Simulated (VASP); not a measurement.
# AlN in VASP: a series of runs, part 2 of 2

VASP 6.6.1. Earlier steps stand in the parts before.

## Step 3: Single point, LDA

This run uses another cell than the first one, of 10.23 Å³/atom, 0.995 times its volume.

File INCAR:

```
ALGO = Normal
EDIFF = 1E-6
ENCUT = 520
GGA = CA
ISIF = 2
ISMEAR = -1
LASPH = True
LCHARG = True
LELF = True
LREAL = False
LVHAR = True
LWAVE = False
NBANDS = 11
NELM = 80
PREC = Accurate
SIGMA = 0.1
```

File KPOINTS:

```
k-points
0
Gamma
  14 14 14
```

File POSCAR:

```
AlN
1.0
    0.0000000000      2.1711430940      2.1711430940
    2.1711430940      0.0000000000      2.1711430940
    2.1711430940      2.1711430940      0.0000000000
Al N
1 1
Direct
    0.0000000000      0.0000000000      0.0000000000
    0.2500000000      0.2500000000      0.2500000000
```

Potentials or basis: VASP PAW LDA potentials, release 64 (Al, N).

Started as:

```
> cat potpaw_LDA.64/Al/POTCAR potpaw_LDA.64/N/POTCAR > POTCAR
> mpirun -np 1 vasp_std > vasp.out
```

OUTCAR:

```text
EDIFF = 1E-6
   ENCUT = 520
   GGA = CA
   ISIF = 2
   ISMEAR = -1
   LASPH = True
   LREAL = False
   NELM = 80
   PREC = Accurate

 ion  position               nearest neighbor table
   1  0.000  0.000  0.000-   2 1.88   2 1.88   2 1.88   2 1.88
   2  0.250  0.250  0.250-   1 1.88   1 1.88   1 1.88   1 1.88

  LATTYP: Found a face centered cubic cell.
 ALAT       =     4.3422861880

  Lattice vectors:

 A1 = (   0.0000000000,   2.1711430940,   2.1711430940)
 A2 = (   2.1711430940,   0.0000000000,   2.1711430940)
 A3 = (   2.1711430940,   2.1711430940,   0.0000000000)

Analysis of symmetry for initial positions (statically):
=====================================================================
 Subroutine PRICEL returns:
 Original cell was already a primitive cell.

 Routine SETGRP: Setting up the symmetry group for a
 face centered cubic supercell.

 Subroutine GETGRP returns: Found 24 space group operations
 (whereof 24 operations were pure point group operations)
 out of a pool of 48 trial point group operations.

The static configuration has the point symmetry T_d .

Analysis of symmetry for dynamics (positions and initial velocities):
=====================================================================
 Subroutine PRICEL returns:
 Original cell was already a primitive cell.

 Routine SETGRP: Setting up the symmetry group for a
 face centered cubic supercell.

 Subroutine GETGRP returns: Found 24 space group operations
 (whereof 24 operations were pure point group operations)
 out of a pool of 48 trial point group operations.

The dynamic configuration has the point symmetry T_d .

 Subroutine INISYM returns: Found 24 space group operations
 (whereof 24 operations are pure point group operations),
 and found     1 'primitive' translations

----------------------------------------------------------------------------------------

                                     Primitive cell

  volume of cell :      20.4689
[... 110 lines left out ...]
  volume/ion in A,a.u.               =      10.23        69.07
  Fermi-wavevector in a.u.,A,eV,Ry     =   1.196942  2.261892 19.492655  1.432670
  Thomas-Fermi vector in A             =   2.332869
   LORBIT       =      0    0 simple, 1 ext, 2 COOP (PROOUT), +10 PAW based schemes
   GGA     = CA    functional components
   LHFCALC =     F    Hartree Fock is set to
   AEXX    =    0.0000 exact exchange contribution
   IVDW    =     0    specifies the selected vdW correction
   LEPSILON=     F    determine dielectric tensor
   LRPA    =     F    only Hartree local field effects (RPA)
 non-spin polarized calculation
  energy-cutoff  :      520.00
  volume of cell :       20.47
 maximum number of plane-waves:       568
   NGX = 11   NGY = 11   NGZ = 11

 number of electron       8.0000000 magnetization

 Free energy of the ion-electron system (eV)
  ---------------------------------------------------
  ext. energy  EPLUGINS =         0.00000000
  ---------------------------------------------------
  free energy    TOTEN  =       -16.37545527 eV

  energy without entropy =      -16.37545527  energy(sigma->0) =      -16.37545527

 E-fermi :   7.6483     XC(G=0): -11.3436

 val. band max:        5.8769071166   @ k =   0.0000   0.0000   0.0000
 cond. band min:       9.1075205316   @ k =   0.5000   0.5000   0.0000
 fundamental gap:      3.2306134150
 Fermi energy:         7.6483327455

 k-point     1 :       0.0000    0.0000    0.0000
  band No.  band energies     occupation
      1      -9.0503      2.00000
      2       5.8769      2.00000
      3       5.8769      2.00000
      4       5.8769      2.00000
      5      10.2703      0.00000
      6      18.3848      0.00000
      7      18.3848      0.00000
      8      18.3848      0.00000
      9      23.5408      0.00000
     10      23.5408      0.00000
     11      24.9600      0.00000
[... 309 lines left out ...]
 k-point    24 :       0.2857    0.1429    0.0000
  band No.  band energies     occupation
      1      -7.9894      2.00000
      2       2.7403      2.00000
      3       5.1523      2.00000
      4       5.1964      2.00000
      5      12.5242      0.00000
      6      16.5037      0.00000
      7      17.2387      0.00000
      8      18.9911      0.00000
      9      20.3148      0.00000
     10      24.3863      0.00000
     11      25.5540      0.00000

 [... further k-points ...]
[... 5 lines left out ...]
  --------------------------------------------------------------------------------------
  -------------------------------------------------------------------------------------
  Total        0.0803666      0.0803666      0.0803666      0.0000000     -0.0000000     -0.0000000
  in kB        6.2905806      6.2905806      6.2905806      0.0000000     -0.0000000     -0.0000000
  external PRESSURE =       6.2905806 kB  Pullay stress =       0.0000000 kB

 VOLUME and BASIS-vectors are now :
 -----------------------------------------------------------------------------
  energy-cutoff  :      520.00
  volume of cell :       20.47
      direct lattice vectors                 reciprocal lattice vectors
     0.000000000  2.171143094  2.171143094    -0.230293435  0.230293435  0.230293435
     2.171143094  0.000000000  2.171143094     0.230293435 -0.230293435  0.230293435
     2.171143094  2.171143094  0.000000000     0.230293435  0.230293435 -0.230293435

 POSITION                                       TOTAL-FORCE (eV/Angst)
 -----------------------------------------------------------------------------------
      0.00000      0.00000      0.00000        -0.000000     -0.000000      0.000000
      1.08557      1.08557      1.08557         0.000000      0.000000     -0.000000
 -----------------------------------------------------------------------------------
    total drift:                               -0.000000     -0.000000     -0.000000

  FREE ENERGIE OF THE ION-ELECTRON SYSTEM (eV)
  ---------------------------------------------------
  free  energy   TOTEN  =       -16.3754552743 eV

  energy  without entropy=      -16.3754552689  energy(sigma->0) =      -16.37545527
```

Wall time 12 s (1 thread of Intel Xeon Platinum 8488C (Sapphire Rapids), shared host); peak memory 0.13 GiB.

Results:

```yaml
Free_energy: -16.3755 eV
Pressure: 0.6 GPa
Band_gap_on_the_k_mesh: 3.23 eV, indirect (least direct gap 4.39 eV)
```

## Step 4: Relaxation of cell and atoms, LDA

This run uses another cell than the first one, of 10.42 Å³/atom, 1.013 times its volume.

File INCAR:

```
  PREC = Accurate
  ENCUT = 600
  EDIFF = 1E-6
  ISMEAR = -1
  SIGMA = 0.1
  LREAL = F
  LASPH = T
  NELM = 100
  ALGO = Normal
  ISIF = 3
  LWAVE = F
  LCHARG = F
  IBRION = 2
  NSW = 100
  EDIFFG = -0.002
```

File KPOINTS:

```
Automatic mesh
0
Gamma
  14 14 14
```

File POSCAR:

```
AlN
1.0
    0.0000000000      2.1839935596      2.1839935596
    2.1839935596      0.0000000000      2.1839935596
    2.1839935596      2.1839935596      0.0000000000
Al N
1 1
Direct
    0.0000000000      0.0000000000      0.0000000000
    0.2500000000      0.2500000000      0.2500000000
```

Started as:

```
> cat potpaw_LDA.64/Al/POTCAR potpaw_LDA.64/N/POTCAR > POTCAR
> mpirun -np 1 vasp_std > vasp.out
```

Wall time 29 s (1 thread of Intel Xeon Platinum 8488C (Sapphire Rapids), shared host); peak memory 0.15 GiB.

It converged, with:

```yaml
Free_energy: -16.3766 eV
Relaxed_volume: 10.26 Å³/atom
Relaxed_cell: a = 3.073 Å, b = 3.073 Å, c = 3.073 Å, α = 60.00°, β = 60.00°, γ = 60.00°
Space_group_after_relaxing_to_0.05_Å: F-43m (No. 216)
Energy_gained_by_relaxing: 1.5 meV/atom
Ionic_steps: 3
Pressure_after_relaxing: 0.0 GPa
Band_gap_on_the_k_mesh: 3.23 eV, indirect (least direct gap 4.37 eV)
```

Step by step:
| step | energy change (eV) | largest force (eV/Å) | pressure (GPa) | volume (Å³) |
| --- | --- | --- | --- | --- |
| 1 | 0.0000 | 0.0000 | -3.10 | 20.83 |
| 2 | -0.0004 | 0.0000 | 3.07 | 20.23 |
| 3 | -0.0031 | 0.0000 | -0.01 | 20.52 |

Final structure:
```
CELL_PARAMETERS angstrom
0.00000 2.17298 2.17298
2.17298 0.00000 2.17298
2.17298 2.17298 0.00000
ATOMIC_POSITIONS crystal
Al 0.00000 0.00000 0.00000
N 0.25000 0.25000 0.25000
```

Levels at points of the mesh, in eV from the valence-band top:
```tsv
k point	band 2	band 3	band 4	band 5	band 6	band 7
(0.00, 0.00, 0.00)	0.00	0.00	0.00	4.37	12.48	12.48
(0.50, 0.00, 0.00)	-5.97	-0.49	-0.49	7.41	9.87	11.06
(0.50, 0.50, 0.00)	-5.00	-1.81	-1.81	3.23	8.50	13.96
```

A k mesh can miss the band edges. LDA gaps usually lie below the measured ones, often by a third to a half.

## Step 5: Summary

```csv
task,cell,k mesh,cutoff (eV),smearing,gap on the mesh (eV),pressure (GPa)
single point,"a = 3.078, b = 3.078, c = 3.070 Å, angles 60.1, 60.1, 59.8°, 2 atoms",8 × 8 × 8,520,gaussian 0.01 eV,3.21,-0.4
single point,"a = 3.070 Å, angles 60.0°, 2 atoms",14 × 14 × 14,520,fermi-dirac 0.1 eV,3.23,0.6
relaxation of cell and atoms,"relaxed from a = 3.089 Å, angles 60.0°, 2 atoms",14 × 14 × 14,600,fermi-dirac 0.1 eV,3.23,0.0
```

Alike in all rows: level LDA; potentials or basis VASP PAW LDA potentials, release 64 (Al, N); no spin polarisation.

Absolute energies hang on the potentials; compare differences alone.
